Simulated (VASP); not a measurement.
Write the native input for VASP 6.6.1 that does the following.

| Property | Result |
| --- | --- |
| Task | single point |
| Functional | revPBE |
| Potentials or basis | VASP PAW PBE potentials, release 64 (W_sv) |
| Cutoff | 520 eV |
| k mesh | 13 × 13 × 13 |
| Occupations | fermi-dirac, width 0.15 eV |
| Spin | no spin polarisation |
| Dipole correction | no |
| Further INCAR settings | ALGO = Normal; EDIFF = 1e-07; NBANDS = 13 |

The structure of W lies in POSCAR:

```
W
1.0
   -1.6031677168      1.6031677168      1.6031677168
    1.6031677168     -1.6031677168      1.6031677168
    1.6031677168      1.6031677168     -1.6031677168
W
1
Direct
    0.0000000000      0.0000000000      0.0000000000
```

These files were run (other wordings do the same):

INCAR

```
  PREC = Accurate
  ENCUT = 520
  EDIFF = 1E-7
  ISMEAR = -1
  SIGMA = 0.15
  LREAL = F
  LASPH = T
  NELM = 80
  ALGO = Normal
  ISIF = 2
  LWAVE = F
  LCHARG = T
  GGA = RE
  LELF = T
  LVHAR = T
  NBANDS = 13
```

KPOINTS

```
Automatic mesh
0
Gamma
  13 13 13
```

Potentials or basis: VASP PAW PBE potentials, release 64 (W_sv).

The run is started by

```console
$ cat potpaw_PBE.64/W_sv/POTCAR > POTCAR
$ mpirun -np 1 vasp_std > vasp.out
```

It gave:

* Pressure: -3.3 GPa
* Band gap on the k mesh: zero (band 7 reaches 15.23 eV, above the bottom of band 8 at 9.79 eV)

Caveat: the PAW data sets were made with another functional, which shifts forces and pressure a little; spin-orbit coupling is left out, which moves the levels of the heavy elements.

Wall time 45 s on 1 thread of Intel Xeon 8259CL (shared host), peak memory 0.15 GiB.
